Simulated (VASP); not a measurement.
The system is Sc.

```
Sc
1.0
     3.02000    0.00000    0.00000
     0.00000    3.02000    0.00000
     0.00000    0.00000    3.02000
Sc
1
Direct
  0.00000 0.00000 0.00000
```

This isn't the form of Sc at room conditions, which is hcp.

```yaml
Program: VASP 6.6.1
Task: relaxation of cell and atoms
Functional: LDA
Potentials_or_basis: VASP PAW LDA potentials, release 64 (Sc_sv)
Cutoff: 600 eV
k_mesh: 7 × 7 × 7
Occupations: gaussian, width 0.1 eV
Spin: no spin polarisation
```

At the start: pressure -5.6 GPa; volume 27.54 Å³/atom.

**Question.** Where does the relaxation end?

**Answer.** Over 4 steps the energy falls by 84.5 meV/atom and the volume is 23.29 Å³/atom (-15.4 %); space group Pm-3m (No. 221, to 0.1 Å) before and after.

Step by step:
```tsv
step	energy change (eV)	largest force (eV/Å)	pressure (GPa)	volume (Å³)
1	0.0000	0.0000	-5.61	27.54
2	-0.0826	0.0000	-0.99	23.88
3	-0.0845	0.0000	-0.18	23.39
4	-0.0845	0.0000	0.00	23.29
```

Final structure:
```
Sc
1.0
     2.85570    0.00000    0.00000
     0.00000    2.85570    0.00000
     0.00000    0.00000    2.85570
Sc
1
Direct
  0.00000 0.00000 0.00000
```

Caveat: the volume moved by over 15 % at a fixed basis, so the end points are rough.
